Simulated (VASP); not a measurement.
Wanted: the native input for a VASP 6.6.1 run.

```yaml
Task: single point
Functional: PBE
Potentials_or_basis: VASP PAW PBE potentials, release 64 (Na_pv, Hg)
Cutoff: 520 eV
k_mesh: 6 × 6 × 4
Occupations: gaussian, width 0.1 eV
Spin: no spin polarisation
Dipole_correction: no
Further_INCAR_settings: ALGO = Fast; EDIFF = 1e-07; NBANDS = 35
```

The structure of Na2Hg lies in POSCAR:

```
Na2Hg
1.0
    5.4072076258      0.0000000000      0.0000000000
   -2.7036038129      4.6827791674      0.0000000000
    0.0000000000      0.0000000000      6.7411084075
Na Hg
4 2
Direct
    0.3333333333      0.6666666667      0.2500000000
    0.6666666667      0.3333333333      0.7500000000
    0.0000000000      0.0000000000      0.0000000000
    0.0000000000      0.0000000000      0.5000000000
    0.3333333333      0.6666666667      0.7500000000
    0.6666666667      0.3333333333      0.2500000000
```

The input as run:

INCAR

```
  PREC = Accurate
  ENCUT = 520
  EDIFF = 1E-7
  ISMEAR = 0
  SIGMA = 0.1
  LREAL = F
  LASPH = T
  NELM = 80
  ALGO = Fast
  ISIF = 2
  LWAVE = F
  LCHARG = F
  GGA = PE
  NBANDS = 35
```

KPOINTS

```
Automatic mesh
0
Gamma
  6 6 4
```

Potentials or basis: VASP PAW PBE potentials, release 64 (Na_pv, Hg).

Launch:

```sh
$ cat potpaw_PBE.64/Na_pv/POTCAR potpaw_PBE.64/Hg/POTCAR > POTCAR
$ mpirun -np 1 vasp_std > vasp.out
```

It gave:

| Property | Result |
| --- | --- |
| Pressure | 0.0 GPa |
| Band gap on the k mesh | zero (band 26 reaches 2.97 eV, above the bottom of band 27 at 0.47 eV) |

Caveat: spin-orbit coupling is left out, which moves the levels of the heavy elements.

Wall time 2.8 min on 1 thread of Oxide Virtual Turin-like Processor, on a shared host, peak memory 0.29 GiB.
